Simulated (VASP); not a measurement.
# KF (Fm-3m) in VASP: vibrations by perturbation theory with LDA

Aim: the vibrations by perturbation theory of KF with LDA.

All numbers are computed with VASP 6.6.1; they aren't measurements. Logs are shortened: lines on timing, memory, paths and dates and some standing lists are left out, and cuts for length are marked.

## 1. The cell of the first run

Symmetry: Fm-3m, No. 225, cubic system. The conventional cell has a = 4.921 Å, b = 4.921 Å, c = 4.921 Å, α = 90.00°, β = 90.00°, γ = 90.00°. Within 3.2 Å of K (site symmetry m-3m) lie 6 F at 2.46 Å. Within 3.2 Å of F (site symmetry m-3m) lie 6 K at 2.46 Å.

## 2. Vibrations by perturbation theory, LDA

Contents of INCAR:

```
SYSTEM = KF
PREC = Accurate
ENCUT = 520
EDIFF = 1E-8
ISMEAR = 0
SIGMA = 0.01
LREAL = .False.
LASPH = .True.
NELM = 100
ALGO = Normal
ISIF = 2
LWAVE = .False.
LCHARG = .False.
GGA = CA
NBANDS = 15
IBRION = 8
NSW = 1
LEPSILON = .True.
```

Contents of KPOINTS:

```
Automatic mesh
0
Gamma
  8 8 8
  0 0 0
```

Contents of POSCAR:

```
KF
1.0
    0.0000000000      2.4604304205      2.4604304205
    2.4604304205      0.0000000000      2.4604304205
    2.4604304205      2.4604304205      0.0000000000
K F
1 1
Direct
    0.0000000000      0.0000000000      0.0000000000
    0.5000000000      0.5000000000      0.5000000000
```

Potentials or basis: VASP PAW LDA potentials, release 64 (K_sv, F).

On the command line:

```sh
> cat potpaw_LDA.64/K_sv/POTCAR potpaw_LDA.64/F/POTCAR > POTCAR
> mpirun -np 1 vasp_std > vasp.out
```

OUTCAR:

```text
SYSTEM = KF
   PREC = Accurate
   ENCUT = 520
   EDIFF = 1E-8
   ISMEAR = 0
   LREAL = .False.
   LASPH = .True.
   NELM = 100
   ISIF = 2
   GGA = CA
   IBRION = 8
   NSW = 1
   LEPSILON = .True.

 ion  position               nearest neighbor table
   1  0.000  0.000  0.000-   2 2.46   2 2.46   2 2.46   2 2.46   2 2.46   2 2.46
   2  0.500  0.500  0.500-   1 2.46   1 2.46   1 2.46   1 2.46   1 2.46   1 2.46

  LATTYP: Found a face centered cubic cell.
 ALAT       =     4.9208608410

  Lattice vectors:

 A1 = (   0.0000000000,   2.4604304205,   2.4604304205)
 A2 = (   2.4604304205,   0.0000000000,   2.4604304205)
 A3 = (   2.4604304205,   2.4604304205,   0.0000000000)

Analysis of symmetry for initial positions (statically):
=====================================================================
 Subroutine PRICEL returns:
 Original cell was already a primitive cell.

 Routine SETGRP: Setting up the symmetry group for a
 face centered cubic supercell.

 Subroutine GETGRP returns: Found 48 space group operations
 (whereof 48 operations were pure point group operations)
 out of a pool of 48 trial point group operations.

The static configuration has the point symmetry O_h .

Analysis of symmetry for dynamics (positions and initial velocities):
=====================================================================
 Subroutine PRICEL returns:
 Original cell was already a primitive cell.

 Routine SETGRP: Setting up the symmetry group for a
 face centered cubic supercell.

 Subroutine GETGRP returns: Found 48 space group operations
 (whereof 48 operations were pure point group operations)
 out of a pool of 48 trial point group operations.

The dynamic configuration has the point symmetry O_h .

 Subroutine INISYM returns: Found 48 space group operations
 (whereof 48 operations are pure point group operations),
 and found     1 'primitive' translations

----------------------------------------------------------------------------------------

                                     Primitive cell

  volume of cell :      29.7895

  direct lattice vectors                    reciprocal lattice vectors
     0.000000000  2.460430420  2.460430420    -0.203216476  0.203216476  0.203216476
     2.460430420  0.000000000  2.460430420     0.203216476 -0.203216476  0.203216476
     2.460430420  2.460430420  0.000000000     0.203216476  0.203216476 -0.203216476

  length of vectors
     3.479574070  3.479574070  3.479574070     0.351981262  0.351981262  0.351981262

  position of ions in fractional coordinates (direct lattice)
     0.000000000  0.000000000  0.000000000
     0.500000000  0.500000000  0.500000000

  ion indices of the primitive-cell ions
   primitive index   ion index
                 1           1
                 2           2

----------------------------------------------------------------------------------------

 KPOINTS: Automatic mesh

Automatic generation of k-mesh.
 Grid dimensions read from file:
 generate k-points for:    8    8    8

 Generating k-lattice:

  Cartesian coordinates                     Fractional coordinates (reciprocal lattice)
    -0.025402060  0.025402060  0.025402060     0.125000000  0.000000000  0.000000000
     0.025402060 -0.025402060  0.025402060     0.000000000  0.125000000  0.000000000
     0.025402060  0.025402060 -0.025402060     0.000000000  0.000000000  0.125000000
[... 581 lines left out ...]
  free energy    TOTEN  =        -0.10654877 eV

  energy without entropy =       -0.10654877

------------------------ aborting loop because EDIFF is reached ----------------------------------------

--------------------------------------- Ionic step        2  -------------------------------------------

------------------------ aborting loop because EDIFF is reached ----------------------------------------

--------------------------------------- Ionic step        3  -------------------------------------------

------------------------ aborting loop because EDIFF is reached ----------------------------------------

 PIEZOELECTRIC TENSOR FIELD DIRECTION 3  (e Angst)
 -----------------------------------------------------------------------------
    -0.00012  0.00000  0.00000           ( -0.00001  0.00000  0.00000)
     0.00000 -0.00012 -0.00000           (  0.00000 -0.00001  0.00000)
     0.00000  0.00000 -0.00012           (  0.00000  0.00000 -0.00001)

 PIEZOELECTRIC TENSOR FIELD DIRECTION 3  (C/m^2)
 -----------------------------------------------------------------------------
    -0.00007  0.00000  0.00000
     0.00000 -0.00007 -0.00000
     0.00000  0.00000 -0.00007

--------------------------------------- Ionic step        4  -------------------------------------------

------------------------ aborting loop because EDIFF is reached ----------------------------------------

[... ionic steps 5 to 6 ...]

--------------------------------------- Ionic step        7  -------------------------------------------

 Free energy of the ion-electron system (eV)
  ---------------------------------------------------
  ---------------------------------------------------
  free energy    TOTEN  =        -0.52301678 eV

  energy without entropy =       -0.52301678

------------------------ aborting loop because EDIFF is reached ----------------------------------------

 INTERNAL STRAIN TENSOR  FOR ION    2  DIRECTION 1   (eV/Angst):
 -----------------------------------------------------------------------------
    -0.02716 -0.00000  0.00000
     0.00000  0.00816 -0.00000
    -0.00000 -0.00000  0.00816

 MACROSCOPIC STATIC DIELECTRIC TENSOR (including local field effects in DFT)
 ------------------------------------------------------
           2.210201     0.000000    -0.000000
           0.000000     2.210201    -0.000000
          -0.000000     0.000000     2.210201
 ------------------------------------------------------

 PIEZOELECTRIC TENSOR (including local field effects)  for field in x, y, z        (e  Angst)
          XX          YY          ZZ          XY          YZ          ZX
  --------------------------------------------------------------------------------
  x     0.00000     0.00000     0.00000     0.00000     0.00000     0.00000
  y     0.00000     0.00000     0.00000     0.00000     0.00000     0.00000
  z     0.00000     0.00000     0.00000     0.00000     0.00000     0.00000

 PIEZOELECTRIC TENSOR (including local field effects)  for field in x, y, z        (C/m^2)
          XX          YY          ZZ          XY          YZ          ZX
  --------------------------------------------------------------------------------
  x     0.00000     0.00000     0.00000     0.00000     0.00000     0.00000
  y     0.00000     0.00000     0.00000     0.00000     0.00000     0.00000
  z     0.00000     0.00000     0.00000     0.00000     0.00000     0.00000

 BORN EFFECTIVE CHARGES (including local field effects) (in |e|, cummulative output)
 ---------------------------------------------------------------------------------
 ion    1
    1     1.17942     0.00000     0.00000
    2     0.00000     1.17942     0.00000
    3     0.00000     0.00000     1.17942
 ion    2
    1    -1.17942     0.00000     0.00000
    2     0.00000    -1.17942     0.00000
    3     0.00000     0.00000    -1.17942

 INTERNAL STRAIN TENSOR FOR ION    2 for displacements in x,y,z  (eV/Angst):
          X           Y           Z          XY          YZ          ZX
  --------------------------------------------------------------------------------
  x     0.00000     0.00000     0.00000     0.00000     0.00000     0.00000
  y     0.00000     0.00000     0.00000     0.00000     0.00000     0.00000
  z     0.00000     0.00000     0.00000     0.00000     0.00000     0.00000

 SECOND DERIVATIVES (NOT SYMMETRIZED)
 ------------------------------------
               1X          1Y          1Z          2X          2Y          2Z
  1X    -4.108594    0.000000    0.000000    4.108594    0.000000    0.000000
  1Y     0.000000   -4.108594    0.000000    0.000000    4.108594    0.000000
  1Z     0.000000    0.000000   -4.108594    0.000000    0.000000    4.108594
  2X     4.166880    0.000000    0.000000   -4.166880    0.000000    0.000000
  2Y     0.000000    4.166880    0.000000    0.000000   -4.166880    0.000000
  2Z     0.000000    0.000000    4.166880    0.000000    0.000000   -4.166880

 Eigenvectors and eigenvalues of the dynamical matrix
 ----------------------------------------------------

   1 f  =    8.904406 THz    55.948030 2PiTHz  297.018998 cm-1    36.825646 meV
             X         Y         Z           dx          dy          dz
      0.000000  0.000000  0.000000     0.000000    0.569141    0.000000
      2.460430  2.460430  2.460430     0.000000   -0.822240    0.000000
[... 21 lines left out ...]
   6 f/i=    0.029349 THz     0.184407 2PiTHz    0.978989 cm-1     0.121379 meV
             X         Y         Z           dx          dy          dz
      0.000000  0.000000  0.000000     0.000000    0.000000    0.822240
      2.460430  2.460430  2.460430     0.000000    0.000000    0.569141

--------------------------------------------------------------------------------------------------------

 MACROSCOPIC STATIC DIELECTRIC TENSOR IONIC CONTRIBUTION
 ------------------------------------------------------
           2.042049     0.000000     0.000000
           0.000000     2.042049     0.000000
           0.000000     0.000000     2.042049
 ------------------------------------------------------

 ELASTIC MODULI CONTR FROM IONIC RELAXATION (kBar)
 Direction    XX          YY          ZZ          XY          YZ          ZX
 --------------------------------------------------------------------------------
 XX           0.0000      0.0000      0.0000      0.0000      0.0000      0.0000
 YY           0.0000      0.0000      0.0000      0.0000      0.0000      0.0000
 ZZ           0.0000      0.0000      0.0000      0.0000      0.0000      0.0000
 XY           0.0000      0.0000      0.0000      0.0000      0.0000      0.0000
 YZ           0.0000      0.0000      0.0000      0.0000      0.0000      0.0000
 ZX           0.0000      0.0000      0.0000      0.0000      0.0000      0.0000
 --------------------------------------------------------------------------------

 PIEZOELECTRIC TENSOR IONIC CONTR  for field in x, y, z        (C/m^2)
          XX          YY          ZZ          XY          YZ          ZX
  --------------------------------------------------------------------------------
  x     0.00000     0.00000     0.00000     0.00000     0.00000     0.00000
  y     0.00000     0.00000     0.00000     0.00000     0.00000     0.00000
  z     0.00000     0.00000     0.00000     0.00000     0.00000     0.00000
```

It took 8 min on 1 thread of Intel Xeon Platinum 8259CL at 2.50GHz (Skylake/Cascade Lake), shared host; peak memory 0.21 GiB.

What came out:

```yaml
Electronic_dielectric_tensor_diagonal: 2.21
Born_charges_mean_of_the_diagonal: K +1.18; F -1.18 e
Highest_phonon_frequency_at_Γ_LO-TO_splitting_left_out: 297 cm⁻¹
```

Phonon frequencies in cm⁻¹ (negative: imaginary):
```tsv
q point	frequencies
(0.000, 0.000, 0.000)	-1 -1 -1 297 297 297
```

Electronic dielectric tensor:
```
2.21 0.00 0.00
0.00 2.21 0.00
0.00 0.00 2.21
```

Born effective charge tensors (e):
atom 1, K
```
1.18 0.00 0.00
0.00 1.18 0.00
0.00 0.00 1.18
```
atom 2, F
```
-1.18  0.00  0.00
 0.00 -1.18  0.00
 0.00  0.00 -1.18
```

Caveat: the cell stands under pressure or tension, which shifts response properties.
